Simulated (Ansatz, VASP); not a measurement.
# KSrCl3 in VASP and in Ansatz

```
CELL_PARAMETERS angstrom
5.63620 0.00000 0.00000
0.00000 5.63620 0.00000
0.00000 0.00000 5.63620
ATOMIC_POSITIONS crystal
K 0.00000 0.00000 0.00000
Sr 0.50000 0.50000 0.50000
Cl 0.50000 0.50000 0.00000
Cl 0.50000 0.00000 0.50000
Cl 0.00000 0.50000 0.50000
```

Alike in both runs: task single point; functional r2SCAN; k mesh 4 × 4 × 4; occupations gaussian, width 0.2 eV; no spin polarisation.

```csv
,VASP,Ansatz
version,VASP 6.6.1,Ansatz 0.2.0
potentials or method,"VASP PAW PBE potentials, release 64 (K_sv, Sr_sv, Cl)",plane waves
plane-wave cutoff (eV),520,500
valence electrons in the cell,40,40
```

```tsv
	VASP	Ansatz	Ansatz less VASP
gap on the k mesh at the Fermi level (eV)	5.19	5.19	-0.003
pressure (GPa)	0.0	0.0	-0.03
```

VASP's potentials were made for PBE, not for r2SCAN.
